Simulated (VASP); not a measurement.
# SiO2 (f.bd3) (P4_2/mnm) in VASP: further runs

Runs on SiO2 (f.bd3). Level: PBE+D3(BJ). Tasks: single point, relaxation of cell and atoms.

Everything below comes from runs of VASP 6.6.1. Logs are shortened: lines on timing, memory, paths and dates and some standing lists are left out, and cuts for length are marked.

### Step 1. The cell of the first run

Symmetry: P4_2/mnm, No. 136, tetragonal system. Conventional cell: a = 4.190 Å, b = 4.190 Å, c = 2.670 Å, α = 90.00°, β = 90.00°, γ = 90.00°. Within 2.3 Å of Si (site symmetry mmm) lie 6 O at 1.76 to 1.81 Å. O (site symmetry m2m) has 3 Si at 1.76 to 1.81 Å and 1 O at 2.30 Å within 2.3 Å.

### Step 2. Single point, PBE+D3(BJ)

The input, INCAR:

```
PREC     = Accurate       # precision mode
ENCUT    = 600            # plane-wave cutoff, eV
EDIFF    = 1E-6           # SCF threshold, eV
ISMEAR   = 0              # smearing method
SIGMA    = 0.1            # smearing width, eV
LREAL    = F              # projectors in reciprocal space
LASPH    = T              # aspherical terms in the spheres
NELM     = 120            # most SCF steps
ALGO     = Normal         # electronic algorithm
ISIF     = 2              # what is computed and relaxed
LWAVE    = F              # write WAVECAR
LCHARG   = F              # write CHGCAR
GGA      = PE             # functional
IVDW     = 12             # dispersion correction
NBANDS   = 25             # bands
GGA_COMPAT= F
```

The input, KPOINTS:

```
regular mesh
0
Gamma
  4 4 6
```

The input, POSCAR:

```
SiO2
1.0
    4.1900000000      0.0000000000      0.0000000000
    0.0000000000      4.1900000000      0.0000000000
    0.0000000000      0.0000000000      2.6700000000
Si O
2 4
Direct
    0.0000000000      0.0000000000      0.0000000000
    0.5000000000      0.5000000000      0.5000000000
    0.3060000000      0.3060000000      0.0000000000
    0.6940000000      0.6940000000      0.0000000000
    0.1940000000      0.8060000000      0.5000000000
    0.8060000000      0.1940000000      0.5000000000
```

Potentials or basis: VASP PAW PBE potentials, release 64 (Si, O).

Launch:

```sh
$ cat potpaw_PBE.64/Si/POTCAR potpaw_PBE.64/O/POTCAR > POTCAR
$ mpirun -np 1 vasp_std > vasp.out
```

OUTCAR:

```text
PREC = Accurate
   ENCUT = 600
   EDIFF = 1E-6
   ISMEAR = 0
   LREAL = F
   LASPH = T
   NELM = 120
   ISIF = 2
   GGA = PE
   IVDW = 12
 IVDW          = 12

 ion  position               nearest neighbor table
   1  0.000  0.000  0.000-   5 1.76   6 1.76   5 1.76   6 1.76   3 1.81   4 1.81
   2  0.500  0.500  0.500-   3 1.76   4 1.76   3 1.76   4 1.76   5 1.81   6 1.81
   3  0.306  0.306  0.000-   2 1.76   2 1.76   1 1.81
   4  0.694  0.694  0.000-   2 1.76   2 1.76   1 1.81
   5  0.194  0.806  0.500-   1 1.76   1 1.76   2 1.81
   6  0.806  0.194  0.500-   1 1.76   1 1.76   2 1.81

  LATTYP: Found a simple tetragonal cell.
 ALAT       =     4.1900000000
 C/A-ratio  =     0.6372315036

  Lattice vectors:

 A1 = (   4.1900000000,   0.0000000000,   0.0000000000)
 A2 = (   0.0000000000,   4.1900000000,   0.0000000000)
 A3 = (   0.0000000000,   0.0000000000,   2.6700000000)

Analysis of symmetry for initial positions (statically):
=====================================================================
 Subroutine PRICEL returns:
 Original cell was already a primitive cell.

 Routine SETGRP: Setting up the symmetry group for a
 simple tetragonal supercell.

 Subroutine GETGRP returns: Found 16 space group operations
 (whereof  8 operations were pure point group operations)
 out of a pool of 16 trial point group operations.

The static configuration has the point symmetry D_2h.
 The point group associated with its full space group is D_4h.

Analysis of symmetry for dynamics (positions and initial velocities):
=====================================================================
 Subroutine PRICEL returns:
 Original cell was already a primitive cell.

 Routine SETGRP: Setting up the symmetry group for a
 simple tetragonal supercell.

 Subroutine GETGRP returns: Found 16 space group operations
 (whereof  8 operations were pure point group operations)
 out of a pool of 16 trial point group operations.

The dynamic configuration has the point symmetry D_2h.
 The point group associated with its full space group is D_4h.

 Subroutine INISYM returns: Found 16 space group operations
 (whereof  8 operations are pure point group operations),
 and found     1 'primitive' translations

----------------------------------------------------------------------------------------

                                     Primitive cell

  volume of cell :      46.8748

  direct lattice vectors                    reciprocal lattice vectors
     4.190000000  0.000000000  0.000000000     0.238663484  0.000000000  0.000000000
     0.000000000  4.190000000  0.000000000     0.000000000  0.238663484  0.000000000
     0.000000000  0.000000000  2.670000000     0.000000000  0.000000000  0.374531835

  length of vectors
     4.190000000  4.190000000  2.670000000     0.238663484  0.238663484  0.374531835

  position of ions in fractional coordinates (direct lattice)
     0.000000000  0.000000000  0.000000000
     0.500000000  0.500000000  0.500000000
     0.306000000  0.306000000  0.000000000
     0.694000000  0.694000000  0.000000000
     0.194000000  0.806000000  0.500000000
     0.806000000  0.194000000  0.500000000

  ion indices of the primitive-cell ions
   primitive index   ion index
                 1           1
                 2           2
                 3           3
                 4           4
                 5           5
                 6           6

----------------------------------------------------------------------------------------

 KPOINTS: regular mesh

Automatic generation of k-mesh.
 Grid dimensions read from file:
 generate k-points for:    4    4    6

 Generating k-lattice:

  Cartesian coordinates                     Fractional coordinates (reciprocal lattice)
     0.059665871  0.000000000  0.000000000     0.250000000  0.000000000  0.000000000
     0.000000000  0.059665871  0.000000000     0.000000000  0.250000000  0.000000000
     0.000000000  0.000000000  0.062421973     0.000000000  0.000000000  0.166666667

  Length of vectors
     0.059665871  0.059665871  0.062421973

[... 43 lines left out ...]
 maximum number of plane-waves:      1588
 NGX is ok and might be reduce to    36
   NGX = 17   NGY = 17   NGZ = 11

 number of electron      32.0000003 magnetization

 Free energy of the ion-electron system (eV)
  ---------------------------------------------------
  ext. energy  EPLUGINS =         0.00000000
  ---------------------------------------------------
  free energy    TOTEN  =       -46.29205364 eV

  energy without entropy =      -46.29205364  energy(sigma->0) =      -46.29205364

 E-fermi :   8.5768     XC(G=0): -12.2360

 val. band max:        8.1475338644   @ k =   0.0000   0.0000   0.0000
 cond. band min:      13.6402760813   @ k =   0.0000   0.0000   0.0000
 fundamental gap:      5.4927422170
 Fermi energy:         8.5768392725

 k-point     1 :       0.0000    0.0000    0.0000
  band No.  band energies     occupation
      1     -14.3663      2.00000
      2     -10.7705      2.00000
      3     -10.7705      2.00000
      4     -10.5407      2.00000
      5      -2.7013      2.00000
      6       1.7355      2.00000
[... 17 lines left out ...]
     24      22.3237      0.00000
     25      23.9288      0.00000

 k-point     2 :       0.2500    0.0000    0.0000
  band No.  band energies     occupation
      1     -14.0447      2.00000
      2     -11.8621      2.00000
      3     -10.6123      2.00000
      4     -10.1040      2.00000
      5      -2.2696      2.00000
      6       0.4346      2.00000
[... 17 lines left out ...]
     24      21.6252      0.00000
     25      23.4685      0.00000

 k-point     3 :       0.5000    0.0000    0.0000
  band No.  band energies     occupation
      1     -13.1389      2.00000
      2     -13.1389      2.00000
      3     -10.2599      2.00000
      4     -10.2599      2.00000
      5      -1.1473      2.00000
      6      -1.1473      2.00000
[... 552 lines left out ...]
 k-point    23 :       0.5000    0.2500    0.5000
  band No.  band energies     occupation
      1     -11.3970      2.00000
      2     -11.3970      2.00000
      3     -10.2170      2.00000
      4     -10.2170      2.00000
      5      -2.0869      2.00000
      6      -2.0869      2.00000
[... 17 lines left out ...]
     24      21.7572      0.00000
     25      23.5554      0.00000

 k-point    24 :       0.5000    0.5000    0.5000
  band No.  band energies     occupation
      1     -11.3598      2.00000
      2     -11.3598      2.00000
      3     -10.1872      2.00000
      4     -10.1872      2.00000
      5      -2.5870      2.00000
      6      -2.5870      2.00000
[... 17 lines left out ...]
     24      22.1532      0.00000
     25      23.7784      0.00000

------------------------ aborting loop because EDIFF is reached ----------------------------------------

 Edisp (eV)   -1.43261

 E8    (eV) :    -0.4927

  FORCE on cell =-STRESS in cart. coord.  units (eV):
  Direction    XX          YY          ZZ          XY          YZ          ZX
  --------------------------------------------------------------------------------------
  -------------------------------------------------------------------------------------
  Total       0.78630     0.78630     1.40020    -0.00000     0.00000     0.00000
  in kB      26.87580    26.87580    47.85875    -0.00000     0.00000     0.00000
  external pressure =       33.87 kB  Pullay stress =        0.00 kB

 VOLUME and BASIS-vectors are now :
 -----------------------------------------------------------------------------
  energy-cutoff  :      600.00
  volume of cell :       46.87
      direct lattice vectors                 reciprocal lattice vectors
     4.190000000  0.000000000  0.000000000     0.238663484  0.000000000  0.000000000
     0.000000000  4.190000000  0.000000000     0.000000000  0.238663484  0.000000000
     0.000000000  0.000000000  2.670000000     0.000000000  0.000000000  0.374531835

 POSITION                                       TOTAL-FORCE (eV/Angst)
 -----------------------------------------------------------------------------------
      0.00000      0.00000      0.00000        -0.000000      0.000000      0.000000
      2.09500      2.09500      1.33500        -0.000000      0.000000      0.000000
      1.28214      1.28214      0.00000        -0.042022     -0.042022      0.000000
      2.90786      2.90786      0.00000         0.042022      0.042022      0.000000
      0.81286      3.37714      1.33500         0.042022     -0.042022      0.000000
      3.37714      0.81286      1.33500        -0.042022      0.042022      0.000000
 -----------------------------------------------------------------------------------
    total drift:                               -0.000000      0.000000      0.000000

  FREE ENERGIE OF THE ION-ELECTRON SYSTEM (eV)
  ---------------------------------------------------
  free  energy   TOTEN  =       -47.7246641686 eV

  energy  without entropy=      -47.7246641686  energy(sigma->0) =      -47.72466417
```

It took 29 s on 1 thread of Intel Xeon Platinum 8259CL at 2.50GHz (Skylake/Cascade Lake), shared host; peak memory 0.19 GiB.

What came out:

| Property | Result |
| --- | --- |
| Free energy | -47.7247 eV |
| Pressure | 3.4 GPa |
| Largest force | 0.059 eV/Å |
| Band gap on the k mesh | 5.49 eV, direct |
| Dispersion energy per atom | -0.239 eV |

Forces in eV/Å, atoms in the order of the input:
```
Si   0.000  0.000  0.000
Si   0.000  0.000  0.000
O   -0.042 -0.042  0.000
O    0.042  0.042  0.000
O    0.042 -0.042  0.000
O   -0.042  0.042  0.000
```

Stress tensor (GPa, compression positive):
```
2.69 0.00 0.00
0.00 2.69 0.00
0.00 0.00 4.79
```

Levels at points of the mesh, in eV from the valence-band top:
```
           k point  band 12  band 13  band 14  band 15  band 16  band 17  band 18  band 19  band 20  band 21
(0.00, 0.00, 0.00)    -3.11    -2.50    -0.88    -0.88     0.00     5.49     6.71     8.47     8.47    11.12
(0.50, 0.00, 0.00)    -3.85    -2.67    -2.67    -1.06    -1.06     7.67     7.67     9.06     9.06    11.00
(0.50, 0.50, 0.00)    -3.24    -2.65    -2.65    -2.26    -2.26     7.36     7.36    10.03    10.03    13.09
(0.00, 0.00, 0.50)    -4.61    -3.04    -3.04    -2.66    -2.66     9.00     9.00    12.59    12.59    12.67
(0.50, 0.00, 0.50)    -3.96    -2.27    -2.27    -1.74    -1.74     8.71     8.71     9.78     9.78    12.24
(0.50, 0.50, 0.50)    -4.48    -1.76    -1.76    -1.54    -1.54     7.10     7.10    10.97    10.97    11.66
```

Expect the measured gap to be larger: semilocal functionals such as PBE lack the derivative discontinuity.

### Step 3. Single point, PBE+D3(BJ)

This run uses another cell than the first one, of 7.90 Å³/atom, 1.011 times its volume.

The input, INCAR:

```
SYSTEM = SiO2
PREC = Accurate ; ENCUT = 600
EDIFF = 1E-6 ; ISMEAR = 0
SIGMA = 0.02 ; LREAL = .False.
LASPH = .True. ; NELM = 120
ALGO = Normal ; ISIF = 2
LWAVE = .False. ; LCHARG = .True.
GGA = PE ; IVDW = 12
LELF = .True. ; LVHAR = .True.
NBANDS = 25 ; GGA_COMPAT = .False.
```

The input, KPOINTS:

```
Automatic mesh
0
Gamma
  6 6 8
  0 0 0
```

The input, POSCAR:

```
SiO2
1.0
    4.2041373866      0.0000000000      0.0000000000
    0.0000000000      4.2041373866      0.0000000000
    0.0000000000      0.0000000000      2.6817999299
Si O
2 4
Direct
    0.0000000000      0.0000000000      0.0000000000
    0.5000000000      0.5000000000      0.5000000000
    0.3061399300      0.3061399300      0.0000000000
    0.6938600700      0.6938600700      0.0000000000
    0.1938600700      0.8061399300      0.5000000000
    0.8061399300      0.1938600700      0.5000000000
```

Potentials or basis: VASP PAW PBE potentials, release 64 (Si, O).

Launch:

```sh
$ cat potpaw_PBE.64/Si/POTCAR potpaw_PBE.64/O/POTCAR > POTCAR
$ mpirun -np 1 vasp_std > vasp.out
```

It took 57 s on 1 thread of Intel Xeon Platinum 8259CL at 2.50GHz (Skylake/Cascade Lake), shared host; peak memory 0.22 GiB.

Results (log left out):

| Property | Result |
| --- | --- |
| Free energy | -47.7325 eV |
| Pressure | -0.1 GPa |
| Largest force | 0.017 eV/Å |
| Band gap on the k mesh | 5.30 eV, direct |
| Dispersion energy per atom | -0.236 eV |

Forces in eV/Å, atoms in the order of the input:
```
Si   0.000  0.000  0.000
Si   0.000  0.000  0.000
O   -0.012 -0.012  0.000
O    0.012  0.012  0.000
O    0.012 -0.012  0.000
O   -0.012  0.012  0.000
```

Stress tensor (GPa, compression positive):
```
-0.36  0.00  0.00
 0.00 -0.36  0.00
 0.00  0.00  0.32
```

Levels at points of the mesh, in eV from the valence-band top:
```
           k point  band 12  band 13  band 14  band 15  band 16  band 17  band 18  band 19  band 20  band 21
(0.00, 0.00, 0.00)    -3.09    -2.50    -0.87    -0.87     0.00     5.30     6.64     8.37     8.37    11.09
(0.50, 0.00, 0.00)    -3.80    -2.66    -2.66    -1.05    -1.05     7.51     7.51     8.96     8.96    10.93
(0.50, 0.50, 0.00)    -3.21    -2.62    -2.62    -2.22    -2.22     7.21     7.21     9.91     9.91    12.96
(0.00, 0.00, 0.50)    -4.57    -2.98    -2.98    -2.62    -2.62     8.86     8.86    12.48    12.48    12.53
(0.50, 0.00, 0.50)    -3.90    -2.24    -2.24    -1.71    -1.71     8.60     8.60     9.66     9.66    12.20
(0.50, 0.50, 0.50)    -4.43    -1.74    -1.74    -1.52    -1.52     6.97     6.97    10.88    10.88    11.62
```

A k mesh can miss the band edges. A hybrid or GW would open this gap; PBE tends to underestimate it.

### Step 4. Single point, PBE+D3(BJ)

This run uses another cell than the first one, of 7.90 Å³/atom, 1.011 times its volume.

The input, INCAR:

```
ALGO = Normal ; EDIFF = 1E-6
ENCUT = 600 ; GGA = PE
GGA_COMPAT = F ; ISIF = 2
ISMEAR = 0 ; IVDW = 12
LASPH = T ; LCHARG = T
LELF = T ; LREAL = F
LVHAR = T ; LWAVE = F
NBANDS = 25 ; NELM = 120
PREC = Accurate ; SIGMA = 0.02
```

The input, KPOINTS:

```
k-points
0
Gamma
  6 6 8
```

POSCAR is that of step 3.

Launch:

```sh
$ cat potpaw_PBE.64/Si/POTCAR potpaw_PBE.64/O/POTCAR > POTCAR
$ mpirun -np 1 vasp_std > vasp.out
```

Wall time 54 s (1 thread of Intel Xeon Platinum 8259CL at 2.50GHz (Skylake/Cascade Lake), shared host); peak memory 0.22 GiB.

The run converged. Its results:

```
Free energy                : -47.7325 eV
Pressure                   : -0.1 GPa
Largest force              : 0.017 eV/Å
Band gap on the k mesh     : 5.30 eV, direct
Dispersion energy per atom : -0.236 eV
```

Forces on the atoms (eV/Å):
```
Si   0.000  0.000  0.000
Si   0.000  0.000  0.000
O   -0.012 -0.012  0.000
O    0.012  0.012  0.000
O    0.012 -0.012  0.000
O   -0.012  0.012  0.000
```

Stress tensor (GPa, compression positive):
```
-0.36  0.00  0.00
 0.00 -0.36  0.00
 0.00  0.00  0.32
```

Levels at points of the mesh, in eV from the valence-band top:
```csv
k point,band 13,band 14,band 15,band 16,band 17,band 18,band 19,band 20
"(0.00, 0.00, 0.00)",-2.50,-0.87,-0.87,0.00,5.30,6.64,8.37,8.37
"(0.50, 0.00, 0.00)",-2.66,-2.66,-1.05,-1.05,7.51,7.51,8.96,8.96
"(0.50, 0.50, 0.00)",-2.62,-2.62,-2.22,-2.22,7.21,7.21,9.91,9.91
"(0.00, 0.00, 0.50)",-2.98,-2.98,-2.62,-2.62,8.86,8.86,12.48,12.48
"(0.50, 0.00, 0.50)",-2.24,-2.24,-1.71,-1.71,8.60,8.60,9.66,9.66
"(0.50, 0.50, 0.50)",-1.74,-1.74,-1.52,-1.52,6.97,6.97,10.88,10.88
```

### Step 5. Relaxation of cell and atoms, PBE+D3(BJ)

The input, INCAR:

```
SYSTEM = SiO2
PREC = Accurate ; ENCUT = 600
EDIFF = 1E-7 ; ISMEAR = 0
SIGMA = 0.02 ; LREAL = .False.
LASPH = .True. ; NELM = 120
ALGO = Normal ; ISIF = 3
LWAVE = .False. ; LCHARG = .False.
GGA = PE ; IVDW = 12
IBRION = 2 ; NSW = 100
EDIFFG = -0.002 ; GGA_COMPAT = .False.
NELMIN = 4
```

The input, KPOINTS:

```
Automatic mesh
0
Gamma
  6 6 8
  0 0 0
```

The input, POSCAR:

```
SiO2
1.0
    4.1900000000      0.0000000000      0.0000000000
    0.0000000000      4.1900000000      0.0000000000
    0.0000000000      0.0000000000      2.6700000000
Si O
2 4
Direct
    0.0000000000      0.0000000000      0.0000000000
    0.5000000000      0.5000000000      0.5000000000
    0.3060000000      0.3060000000      0.0000000000
    0.6940000000      0.6940000000      0.0000000000
    0.1940000000      0.8060000000      0.5000000000
    0.8060000000      0.1940000000      0.5000000000
```

Launch:

```sh
$ cat potpaw_PBE.64/Si/POTCAR potpaw_PBE.64/O/POTCAR > POTCAR
$ mpirun -np 1 vasp_std > vasp.out
```

Run time: 2.1 min. Hardware: 1 thread of Intel Xeon Platinum 8259CL at 2.50GHz (Skylake/Cascade Lake), shared host; peak memory 0.22 GiB.

It converged, with:

| Property | Result |
| --- | --- |
| Free energy | -47.7304 eV |
| Relaxed volume | 7.89 Å³/atom |
| Relaxed cell | a = 4.200 Å, b = 4.200 Å, c = 2.684 Å, α = 90.00°, β = 90.00°, γ = 90.00° |
| Space group after relaxing (to 0.05 Å) | P4_2/mnm (No. 136) |
| Energy gained by relaxing | 0.9 meV/atom |
| Ionic steps | 5 |
| Pressure after relaxing | 0.0 GPa |
| Band gap on the k mesh | 5.30 eV, direct |
| Dispersion energy per atom | -0.236 eV |

The path:
```tsv
step	energy change (eV)	largest force (eV/Å)	pressure (GPa)	volume (Å³)
1	0.0000	0.0588	3.37	46.87
2	0.0045	0.1536	-4.38	48.00
3	-0.0054	0.0351	-0.02	47.35
4	-0.0055	0.0174	0.00	47.36
5	-0.0056	0.0010	-0.01	47.35
```

Final structure:
```cif
data_structure
_symmetry_space_group_name_H-M 'P 1'
_symmetry_Int_Tables_number 1
_cell_length_a 4.2002
_cell_length_b 4.2002
_cell_length_c 2.6842
_cell_angle_alpha 90.000
_cell_angle_beta 90.000
_cell_angle_gamma 90.000
_cell_volume 47.35
loop_
_atom_site_label
_atom_site_type_symbol
_atom_site_fract_x
_atom_site_fract_y
_atom_site_fract_z
_atom_site_occupancy
Si1 Si 0.00000 0.00000 0.00000 1
Si2 Si 0.50000 0.50000 0.50000 1
O1 O 0.30597 0.30597 0.00000 1
O2 O 0.69403 0.69403 0.00000 1
O3 O 0.19404 0.80597 0.50000 1
O4 O 0.80597 0.19404 0.50000 1
```

Levels at points of the mesh, in eV from the valence-band top:
| k point | band 14 | band 15 | band 16 | band 17 | band 18 | band 19 |
| --- | --- | --- | --- | --- | --- | --- |
| (0.00, 0.00, 0.00) | -0.87 | -0.87 | 0.00 | 5.30 | 6.62 | 8.34 |
| (0.50, 0.00, 0.00) | -2.66 | -1.05 | -1.05 | 7.51 | 7.51 | 8.94 |
| (0.50, 0.50, 0.00) | -2.64 | -2.22 | -2.22 | 7.21 | 7.21 | 9.90 |
| (0.00, 0.00, 0.50) | -3.00 | -2.62 | -2.62 | 8.87 | 8.87 | 12.48 |
| (0.50, 0.00, 0.50) | -2.24 | -1.72 | -1.72 | 8.60 | 8.60 | 9.69 |
| (0.50, 0.50, 0.50) | -1.73 | -1.52 | -1.52 | 6.97 | 6.97 | 10.91 |

### Step 6. Overview

| task | cell | k mesh | smearing | gap on the mesh (eV) | pressure (GPa) | largest force (eV/Å) |
| --- | --- | --- | --- | --- | --- | --- |
| single point | a = 4.190, b = 4.190, c = 2.670 Å, 6 atoms | 4 × 4 × 6 | gaussian 0.1 eV | 5.49 | 3.4 | 0.06 |
| single point | a = 4.204, b = 4.204, c = 2.682 Å, 6 atoms | 6 × 6 × 8 | gaussian 0.02 eV | 5.30 | -0.1 | 0.02 |
| relaxation of cell and atoms | relaxed from a = 4.190, b = 4.190, c = 2.670 Å, 6 atoms | 6 × 6 × 8 | gaussian 0.02 eV | 5.30 | 0.0 | - |

Alike in all rows: level PBE+D3(BJ); potentials or basis VASP PAW PBE potentials, release 64 (Si, O); no spin polarisation; cutoff (eV) 600.

Total energies depend on the potentials used, so only differences within one code and one set of settings carry meaning.
